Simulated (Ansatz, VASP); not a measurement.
Two plane-wave programs on CaI

```
Ca I
1.0
     4.04612    0.00000    0.00000
    -2.02306    3.50404    0.00000
     0.00000    0.00000    4.46357
Ca I
1 1
Direct
  0.00000 0.00000 0.50000
  0.66667 0.33333 0.00000
```

Alike in both runs: functional PBE; dispersion D3(BJ); k mesh 8 × 8 × 7; occupations fermi-dirac, width 0.1 eV; no spin polarisation.

Ansatz relaxed the structure, and its values are those at the end. VASP's run is a single point on that final structure, the one shown.

```csv
,VASP,Ansatz
version,VASP 6.6.1,Ansatz 0.2.0
potentials or method,"VASP PAW PBE potentials, release 64 (Ca_sv, I), cutoff 520 eV","plane waves, PAW"
valence electrons in the cell,17,27
```

VASP gave:

```
pressure (GPa) : 0.1
```

Question: Which values does Ansatz return?

Answer: Pressure (GPa): 0.0.

VASP's potentials hold 17 valence electrons a cell and Ansatz's 27, so a difference there can come from the potentials and not from the codes.

Neither program's run includes spin-orbit coupling.
